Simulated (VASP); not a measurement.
Input of a VASP 6.6.1 run:

The input POSCAR:

```
GaN
1.0
    0.0000000000      2.2489526310      2.2489526310
    2.2489526310      0.0000000000      2.2489526310
    2.2489526310      2.2489526310      0.0000000000
Ga N
1 1
Direct
    0.0000000000      0.0000000000      0.0000000000
    0.7500000000      0.7500000000      0.7500000000
```

The input INCAR.step1:

```
  PREC = Accurate
  ENCUT = 500
  EDIFF = 1E-8
  ISMEAR = 0
  SIGMA = 0.01
  LREAL = F
  LASPH = T
  NELM = 60
  ALGO = Normal
  LWAVE = T
  LCHARG = F
```

Contents of INCAR.step2:

```
  PREC = Accurate
  ENCUT = 500
  EDIFF = 1E-8
  ISMEAR = 0
  SIGMA = 0.01
  LREAL = F
  LASPH = T
  NELM = 1
  ALGO = Exact
  LWAVE = T
  LCHARG = F
  NBANDS = 94
  LOPTICS = T
  ISTART = 1
```

INCAR.step3

```
  PREC = Accurate
  ENCUT = 500
  EDIFF = 1E-8
  ISMEAR = 0
  SIGMA = 0.01
  LREAL = F
  LASPH = T
  ALGO = EVGW0
  LWAVE = F
  LCHARG = F
  NELMGW = 1
  NBANDS = 94
  ENCUTGW = 140.0
  NOMEGA = 96
  PRECFOCK = Fast
  ISTART = 1
  NBANDSGW = 17
  OMEGAMAX = 20
```

Contents of KPOINTS:

```
Automatic mesh
0
Gamma
  6 6 6
```

Potentials or basis: VASP PAW LDA potentials, release 64 (Ga_d_GW, N_GW).

Command:

```sh
$ cat potpaw_LDA.64/Ga_d_GW/POTCAR potpaw_LDA.64/N_GW/POTCAR > POTCAR
$ cp INCAR.step1 INCAR
$ mpirun -np 1 vasp_std > vasp.out
$ cp INCAR.step2 INCAR
$ mpirun -np 1 vasp_std > vasp.out
$ cp INCAR.step3 INCAR
$ mpirun -np 1 vasp_std > vasp.out
```

Question: What does it give for the quasiparticle gap?

Answer: 2.95 eV.

Question: What does it give for the least direct quasiparticle gap?

Answer: 2.95 eV.

Question: Estimate the least direct gap of the starting levels on the mesh.

Answer: 1.79 eV.

Question: What does it give for the band gap of the starting levels on the mesh?

Answer: 1.79 eV.

Caveat: the k points lie up to 0.40 Å⁻¹ apart; bands, screening cutoff and mesh are small and nothing is extrapolated, so the quasiparticle values aren't converged.
